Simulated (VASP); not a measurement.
Here is a VASP 6.6.1 calculation.

File INCAR:

```
AGGAC    = 1.0          
AGGAX    = 1.0          
ALDAC    = 0.0          
ALDAX    = 1.0          
ALGO     = Normal         # electronic algorithm
EDIFF    = 1E-7           # SCF threshold, eV
ENCUT    = 520            # plane-wave cutoff, eV
GGA      = B5             # functional
ISIF     = 2              # what is computed and relaxed
ISMEAR   = -1             # smearing method
LASPH    = True           # aspherical terms in the spheres
LCHARG   = False          # write CHGCAR
LREAL    = False          # projectors in reciprocal space
LWAVE    = False          # write WAVECAR
NBANDS   = 17             # bands
NELM     = 80             # most SCF steps
PREC     = Accurate       # precision mode
SIGMA    = 0.1            # smearing width, eV
```

KPOINTS

```
k-points
0
Gamma
  11 11 6
```

File POSCAR:

```
Ca
1.0
    3.9221024360      0.0000000000      0.0000000000
   -1.9610512180      3.3966403458      0.0000000000
    0.0000000000      0.0000000000      6.4357869488
Ca
2
Direct
    0.3333333333      0.6666666667      0.2500000000
    0.6666666667      0.3333333333      0.7500000000
```

Potentials or basis: VASP PAW PBE potentials, release 64 (Ca_sv).

The run is started by

```bash
$ cat potpaw_PBE.64/Ca_sv/POTCAR > POTCAR
$ mpirun -np 1 vasp_std > vasp.out
```

Question: Estimate the pressure.

Answer: 0.0 GPa.

Question: What does it give for the band gap on the k mesh?

Answer: Zero (band 10 reaches 2.55 eV, above the bottom of band 11 at 2.24 eV).

Caveat: the PAW data sets were made with another functional, which shifts forces and pressure a little.
